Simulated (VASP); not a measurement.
Runs of VASP 6.6.1 on TaN. The structure is that of space group Fm-3m (No. 225), or close to it. The cells are those of the table. 

| cell | gap on the mesh (eV) | pressure (GPa) |
| --- | --- | --- |
| a = 3.197, b = 3.197, c = 3.159 Å, angles 60.4, 60.4, 59.2°, 2 atoms | none | -15.7 |
| a = 3.120, b = 3.120, c = 3.082 Å, angles 60.4, 60.4, 59.2°, 2 atoms | none | (b) |
| a = 3.043, b = 3.043, c = 3.005 Å, angles 60.4, 60.4, 59.2°, 2 atoms | none | 38.6 |
| a = 3.006, b = 3.006, c = 2.927 Å, angles 60.9, 60.9, 58.3°, 2 atoms | none | (a) |
| a = 2.927 Å, angles 60.0°, 2 atoms | none | 100.4 |
| a = 2.966, b = 2.966, c = 2.927 Å, angles 60.4, 60.4, 59.1°, 2 atoms | none | 83.1 |
| a = 3.005 Å, angles 60.0°, 2 atoms | none | 51.0 |

Alike in all rows: task single point; level PBE; potentials or basis VASP PAW PBE potentials, release 64 (Ta_pv, N); no spin polarisation; k mesh 18 × 18 × 18; cutoff (eV) 520; smearing gaussian 0.15 eV.

Task: Estimate the missing entries.

Result: (a) 69.4; (b) 6.7.

Caveats: spin-orbit coupling is left out, which moves the levels of the heavy elements.

A k mesh can miss the band edges, and the runs leave out spin-orbit coupling on Ta.

A gap of «none» marks levels without a gap at the run's occupations.
